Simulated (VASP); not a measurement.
Input of a VASP 6.6.1 run:

Contents of INCAR:

```
SYSTEM = Gd
PREC = Accurate ; ENCUT = 520
EDIFF = 1E-7 ; ISMEAR = -1
SIGMA = 0.05 ; LREAL = .False.
LASPH = .True. ; NELM = 150
ALGO = Normal ; ISIF = 2
LWAVE = .False. ; LCHARG = .False.
ISPIN = 2 ; MAGMOM = 7.19 -7.19
LORBIT = 11 ; LMAXMIX = 6
GGA = B5 ; ALDAX = 1.0
AGGAX = 1.0 ; AGGAC = 1.0
ALDAC = 0.0 ; NBANDS = 29
```

KPOINTS

```
Automatic mesh
0
Gamma
  13 13 7
  0 0 0
```

The input POSCAR:

```
Gd
1.0
    3.7263796999      0.0000000000      0.0000000000
   -1.8631898499      3.2271394842      0.0000000000
    0.0000000000      0.0000000000      5.9179982576
Gd
2
Direct
    0.3333333333      0.6666666667      0.2500000000
    0.6666666667      0.3333333333      0.7500000000
```

Potentials or basis: VASP PAW PBE potentials, release 64 (Gd).

Launch:

```bash
$ cat potpaw_PBE.64/Gd/POTCAR > POTCAR
$ mpirun -np 1 vasp_std > vasp.out
```

Question: What does it give for the net moment?

Answer: 0.00 μB per cell.

Question: What does it give for the band gap on the k mesh?

Answer: Zero (filled and empty bands overlap).

Question: Estimate the site moments.

Answer: Gd +6.88, -6.88 μB.

Caveat: the antiferromagnetic order is the one typed at the start, and another may lie lower; spin-orbit coupling is left out, which moves the levels of the heavy elements; semilocal functionals describe open f shells poorly, which spoils levels, moments and volumes. The state reached can hang on the start; a lower one may exist.
